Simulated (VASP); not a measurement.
# Se (P3_121) in VASP: single point with PBE

Aim: the single point of Se with PBE.

All numbers are computed with VASP 6.6.1; they aren't measurements. Logs are shortened: lines on timing, memory, paths and dates and some standing lists are left out, and cuts for length are marked.

## 1. The cell of the first run

The structure is trigonal, space group P3_121 (No. 152). The conventional cell has a = 4.452 Å, b = 4.452 Å, c = 5.051 Å, α = 90.00°, β = 90.00°, γ = 120.00°. Within 3.2 Å of Se (site symmetry 2) lie 2 Se at 2.42 Å.

## 2. Single point, PBE (28.90 Å³/atom)

File INCAR:

```
SYSTEM = Se
PREC     = Accurate       ! precision mode
ENCUT    = 520            ! plane-wave cutoff, eV
EDIFF    = 1E-7           ! SCF threshold, eV
ISMEAR   = -1             ! smearing method
SIGMA    = 0.03           ! smearing width, eV
LREAL    = .False.        ! projectors in reciprocal space
LASPH    = .True.         ! aspherical terms in the spheres
NELM     = 60             ! most SCF steps
ALGO     = Normal         ! electronic algorithm
ISIF     = 2              ! what is computed and relaxed
LWAVE    = .False.        ! write WAVECAR
LCHARG   = .False.        ! write CHGCAR
GGA      = PE             ! functional
NBANDS   = 16             ! bands
```

File KPOINTS:

```
regular mesh
0
Gamma
  6 6 5
  0 0 0
```

File POSCAR:

```
Se
1.0
    4.4518334532      0.0000000000      0.0000000000
   -2.2259167266      3.8554008639      0.0000000000
    0.0000000000      0.0000000000      5.0507540772
Se
3
Direct
    0.2254000000      0.0000000000      0.3333333333
    0.0000000000      0.2254000000      0.6666666667
    0.7746000000      0.7746000000      0.0000000000
```

Potentials or basis: VASP PAW PBE potentials, release 64 (Se).

Launch:

```bash
$ cat potpaw_PBE.64/Se/POTCAR > POTCAR
$ mpirun -np 1 vasp_std > vasp.out
```

OUTCAR:

```text
SYSTEM = Se
   PREC = Accurate
   ENCUT = 520
   EDIFF = 1E-7
   ISMEAR = -1
   LREAL = .False.
   LASPH = .True.
   NELM = 60
   ISIF = 2
   GGA = PE

 ion  position               nearest neighbor table
   1  0.225  0.000  0.333-   3 2.42   2 2.42
   2  0.000  0.225  0.667-   3 2.42   1 2.42
   3  0.775  0.775  0.000-   1 2.42   2 2.42

  LATTYP: Found a hexagonal cell.
 ALAT       =     4.4518334532
 C/A-ratio  =     1.1345334749

  Lattice vectors:

 A1 = (   4.4518334532,   0.0000000000,   0.0000000000)
 A2 = (  -2.2259167266,   3.8554008639,   0.0000000000)
 A3 = (   0.0000000000,   0.0000000000,   5.0507540772)

Analysis of symmetry for initial positions (statically):
=====================================================================
 Subroutine PRICEL returns:
 Original cell was already a primitive cell.

 Routine SETGRP: Setting up the symmetry group for a
 hexagonal supercell.

 Subroutine GETGRP returns: Found  6 space group operations
 (whereof  2 operations were pure point group operations)
 out of a pool of 24 trial point group operations.

The static configuration has the point symmetry C_2 .
 The point group associated with its full space group is D_3 .

Analysis of symmetry for dynamics (positions and initial velocities):
=====================================================================
 Subroutine PRICEL returns:
 Original cell was already a primitive cell.

 Routine SETGRP: Setting up the symmetry group for a
 hexagonal supercell.

 Subroutine GETGRP returns: Found  6 space group operations
 (whereof  2 operations were pure point group operations)
 out of a pool of 24 trial point group operations.

The dynamic configuration has the point symmetry C_2 .
 The point group associated with its full space group is D_3 .

 Subroutine INISYM returns: Found  6 space group operations
 (whereof  2 operations are pure point group operations),
 and found     1 'primitive' translations

----------------------------------------------------------------------------------------

                                     Primitive cell

  volume of cell :      86.6891

  direct lattice vectors                    reciprocal lattice vectors
     4.451833453  0.000000000  0.000000000     0.224626552  0.129688200  0.000000000
    -2.225916727  3.855400864  0.000000000     0.000000000  0.259376401  0.000000000
     0.000000000  0.000000000  5.050754077     0.000000000  0.000000000  0.197990238

  length of vectors
     4.451833453  4.451833453  5.050754077     0.259376401  0.259376401  0.197990238

  position of ions in fractional coordinates (direct lattice)
     0.225400000  0.000000000  0.333333333
     0.000000000  0.225400000  0.666666667
     0.774600000  0.774600000  0.000000000

  ion indices of the primitive-cell ions
   primitive index   ion index
                 1           1
                 2           2
                 3           3

----------------------------------------------------------------------------------------

 KPOINTS: regular mesh

Automatic generation of k-mesh.
 Grid dimensions read from file:
 generate k-points for:    6    6    5

 Generating k-lattice:

  Cartesian coordinates                     Fractional coordinates (reciprocal lattice)
     0.037437759  0.021614700  0.000000000     0.166666667  0.000000000  0.000000000
     0.000000000  0.043229400  0.000000000     0.000000000  0.166666667  0.000000000
     0.000000000  0.000000000  0.039598048     0.000000000  0.000000000  0.200000000

  Length of vectors
     0.043229400  0.043229400  0.039598048

  Shift w.r.t. Gamma in fractional coordinates (k-lattice)
     0.000000000  0.000000000  0.000000000

 Subroutine IBZKPT returns following result:
 ===========================================

 Found     27 irreducible k-points:

 Following reciprocal coordinates:
            Coordinates               Weight
  0.000000  0.000000  0.000000      1.000000
  0.166667  0.000000  0.000000      6.000000
  0.333333  0.000000  0.000000      6.000000
  0.500000  0.000000  0.000000      3.000000
  0.166667  0.166667  0.000000      6.000000
  0.333333  0.166667  0.000000     12.000000
[... 16 lines left out ...]
  0.500000  0.000000  0.400000      6.000000
  0.166667  0.166667  0.400000     12.000000
 [... further k-points ...]
   k-points           NKPTS =     27   k-points in BZ     NKDIM =     27   number of bands    NBANDS=     16
   number of dos      NEDOS =    301   number of ions     NIONS =      3
   total plane-waves  NPLWV =  51840
   dimension x,y,z NGX =    36 NGY =   36 NGZ =   40
   dimension x,y,z NGXF=    72 NGYF=   72 NGZF=   80
   ions per type =               3
   NGX,Y,Z   is equivalent  to a cutoff of  13.44, 13.44, 13.17 a.u.
   NGXF,Y,Z  is equivalent  to a cutoff of  26.89, 26.89, 26.33 a.u.
 SYSTEM =  Se
   PREC   = accura    normal or accurate (medium, high low for compatibility)
   ISTART =      0    job   : 0-new  1-cont  2-samecut
   ICHARG =      2    charge: 1-file 2-atom 10-const
   ISPIN  =      1    spin polarized calculation?
   LNONCOLLINEAR =      F non collinear calculations
   LSORBIT =      F    spin-orbit coupling
   LASPH  =      T    aspherical Exc in radial PAW
   ENCUT  =  520.0 eV  38.22 Ry    6.18 a.u.   8.28  8.28  9.39*2*pi/ulx,y,z
   NELM   =     60;   NELMIN=  2; NELMDL= -5     # of ELM steps
   EDIFF  = 0.1E-06   stopping-criterion for ELM
   LREAL  =      F    real-space projection
   EDIFFG = 0.1E-05   stopping-criterion for IOM
   NSW    =      0    number of steps for IOM
   IBRION =     -1    ionic relax: 0-MD 1-quasi-New 2-CG
   NFREE  =      0    steps in history (QN), initial steepest desc. (CG)
   ISIF   =      2    stress and relaxation
   ISYM   =      2    0-nonsym 1-usesym 2-fastsym
   POTIM  = 0.5000    time-step for ionic-motion
   TEBEG  =    0.0;   TEEND  =   0.0 temperature during run
   PSTRESS=    0.0 pullay stress
   NELECT =      18.0000    total number of electrons
   NUPDOWN=      -1.0000    fix difference up-down
   EMIN   =  10.00;   EMAX   =-10.00  energy-range for DOS
   EFERMI =   0.00;   METHOD = LEGACY
   ISMEAR =    -1;   SIGMA  =   0.03  broadening in eV -4-tet -1-fermi 0-gaus
   EFERMI_NEDOS =   21; number of points for ismear=-14 and -15
   IALGO  =     38    algorithm
   IMIX   =      4    mixing-type and parameters
     AMIX     =   0.40;   BMIX     =  1.00
     AMIX_MAG =   1.60;   BMIX_MAG =  1.00
  volume/ion in A,a.u.               =      28.90       195.00
  Fermi-wavevector in a.u.,A,eV,Ry     =   0.969417  1.831933 12.786346  0.939770
  Thomas-Fermi vector in A             =   2.099468
   LORBIT       =      0    0 simple, 1 ext, 2 COOP (PROOUT), +10 PAW based schemes
   GGA     = PE    functional components
   LHFCALC =     F    Hartree Fock is set to
   AEXX    =    0.0000 exact exchange contribution
   IVDW    =     0    specifies the selected vdW correction
   LEPSILON=     F    determine dielectric tensor
   LRPA    =     F    only Hartree local field effects (RPA)
 non-spin polarized calculation
  energy-cutoff  :      520.00
  volume of cell :       86.69
 maximum number of plane-waves:      2353
 NGX is ok and might be reduce to    36
   NGX = 17   NGY = 17   NGZ = 19

 number of electron      17.9999999 magnetization

 Free energy of the ion-electron system (eV)
  ---------------------------------------------------
  ext. energy  EPLUGINS =         0.00000000
  ---------------------------------------------------
  free energy    TOTEN  =       -10.50726999 eV

  energy without entropy =      -10.50726999  energy(sigma->0) =      -10.50726999

 E-fermi :   2.6748     XC(G=0):  -8.5914

 val. band max:        1.9919733368   @ k =  -0.1667   0.5000   0.4000
 cond. band min:       3.3254431265   @ k =   0.0000   0.0000   0.4000
 fundamental gap:      1.3334697897
 Fermi energy:         2.6748352536

 k-point     1 :       0.0000    0.0000    0.0000
  band No.  band energies     occupation
      1     -13.2843      2.00000
      2      -9.4881      2.00000
      3      -9.4881      2.00000
      4      -1.5661      2.00000
      5      -1.5661      2.00000
      6      -1.3879      2.00000
[... 8 lines left out ...]
     15       8.7196      0.00000
     16      10.5354      0.00000

 k-point     2 :       0.1667    0.0000    0.0000
  band No.  band energies     occupation
      1     -13.1895      2.00000
      2      -9.5763      2.00000
      3      -9.4828      2.00000
      4      -2.1239      2.00000
      5      -1.8355      2.00000
      6      -1.2562      2.00000
[... 8 lines left out ...]
     15       9.4136      0.00000
     16      10.5297      0.00000

 k-point     3 :       0.3333    0.0000    0.0000
  band No.  band energies     occupation
      1     -12.9758      2.00000
      2      -9.7938      2.00000
      3      -9.4713      2.00000
      4      -2.5852      2.00000
      5      -2.1850      2.00000
      6      -1.2533      2.00000
[... 8 lines left out ...]
     15      10.6721      0.00000
     16      11.5086      0.00000

 k-point     4 :       0.5000    0.0000    0.0000
  band No.  band energies     occupation
      1     -12.8530      2.00000
      2      -9.9273      2.00000
      3      -9.4651      2.00000
      4      -2.6869      2.00000
      5      -2.3336      2.00000
      6      -1.0950      2.00000
[... 8 lines left out ...]
     15      11.7607      0.00000
     16      11.8213      0.00000

 k-point     5 :       0.1667    0.1667    0.0000
  band No.  band energies     occupation
      1     -13.0333      2.00000
      2      -9.7026      2.00000
      3      -9.5065      2.00000
      4      -2.4338      2.00000
      5      -2.2384      2.00000
      6      -1.1372      2.00000
[... 8 lines left out ...]
     15      10.0879      0.00000
     16      10.9375      0.00000

 k-point     6 :       0.3333    0.1667    0.0000
  band No.  band energies     occupation
      1     -12.8557      2.00000
      2      -9.8465      2.00000
      3      -9.5502      2.00000
      4      -2.6161      2.00000
      5      -2.4198      2.00000
      6      -0.9940      2.00000
[... 8 lines left out ...]
     15      11.0405      0.00000
     16      11.5183      0.00000
[... 267 lines left out ...]
 k-point    21 :       0.3333    0.0000    0.4000
  band No.  band energies     occupation
      1     -12.3307      2.00000
      2     -11.5571      2.00000
      3      -8.2583      2.00000
      4      -3.0083      2.00000
      5      -2.0361      2.00000
      6      -1.5481      2.00000
[... 8 lines left out ...]
     15      10.2339      0.00000
     16      10.5486      0.00000

 k-point    22 :       0.0000    0.3333    0.4000
  band No.  band energies     occupation
      1     -12.3229      2.00000
      2     -11.5723      2.00000
      3      -8.2319      2.00000
      4      -3.1109      2.00000
      5      -2.1097      2.00000
      6      -1.5153      2.00000
[... 8 lines left out ...]
     15      10.0424      0.00000
     16      10.9447      0.00000

 k-point    23 :       0.5000    0.0000    0.4000
  band No.  band energies     occupation
      1     -12.2276      2.00000
      2     -11.4921      2.00000
      3      -8.4625      2.00000
      4      -3.3176      2.00000
      5      -2.2392      2.00000
      6      -1.6850      2.00000
[... 8 lines left out ...]
     15      10.9868      0.00000
     16      11.3438      0.00000

 k-point    24 :       0.1667    0.1667    0.4000
  band No.  band energies     occupation
      1     -12.3737      2.00000
      2     -11.6000      2.00000
      3      -8.1344      2.00000
      4      -2.8959      2.00000
      5      -2.0586      2.00000
      6      -1.5105      2.00000
[... 8 lines left out ...]
     15      10.0136      0.00000
     16      10.4184      0.00000

 [... further k-points ...]

------------------------ aborting loop because EDIFF is reached ----------------------------------------

  FORCE on cell =-STRESS in cart. coord.  units (eV):
  Direction    XX          YY          ZZ          XY          YZ          ZX
  --------------------------------------------------------------------------------------
  -------------------------------------------------------------------------------------
  Total       -0.1662090     -0.1662090     -0.1634761     -0.0000000     -0.0000000      0.0000000
  in kB       -3.0718533     -3.0718533     -3.0213444     -0.0000000     -0.0000000      0.0000000
  external PRESSURE =      -3.0550170 kB  Pullay stress =       0.0000000 kB

 VOLUME and BASIS-vectors are now :
 -----------------------------------------------------------------------------
  energy-cutoff  :      520.00
  volume of cell :       86.69
      direct lattice vectors                 reciprocal lattice vectors
     4.451833453  0.000000000  0.000000000     0.224626552  0.129688200  0.000000000
    -2.225916727  3.855400864  0.000000000     0.000000000  0.259376401  0.000000000
     0.000000000  0.000000000  5.050754077     0.000000000  0.000000000  0.197990238

 POSITION                                       TOTAL-FORCE (eV/Angst)
 -----------------------------------------------------------------------------------
      1.00344      0.00000      1.68358        -0.141849     -0.000000      0.000000
     -0.50172      0.86901      3.36717         0.070925     -0.122845     -0.000000
      1.72420      2.98639      0.00000         0.070925      0.122845      0.000000
 -----------------------------------------------------------------------------------
    total drift:                                0.000000      0.000001      0.000000

  FREE ENERGIE OF THE ION-ELECTRON SYSTEM (eV)
  ---------------------------------------------------
  free  energy   TOTEN  =       -10.5072699911 eV

  energy  without entropy=      -10.5072699911  energy(sigma->0) =      -10.50726999
```

Wall time 14 s (1 thread of Intel Xeon 6975P-C (Granite Rapids), shared host); peak memory 0.21 GiB.

What came out:

| Property | Result |
| --- | --- |
| Free energy | -10.5073 eV |
| Pressure | -0.3 GPa |
| Largest force | 0.142 eV/Å |
| Band gap on the k mesh | 1.33 eV (least direct gap 1.40 eV) |

Forces in eV/Å, atoms in the order of the input:
```
Se  -0.142  0.000  0.000
Se   0.071 -0.123  0.000
Se   0.071  0.123  0.000
```

Levels at points of the mesh, in eV from the valence-band top:
```tsv
k point	band 7	band 8	band 9	band 10	band 11	band 12
(0.00, 0.00, 0.00)	-1.73	-1.73	-0.24	1.90	1.90	2.25
(0.50, 0.00, 0.00)	-2.58	-1.53	-0.79	1.99	2.36	3.94
```

Caveat: an odd mesh through Γ misses points on the zone boundary, where band edges can lie.
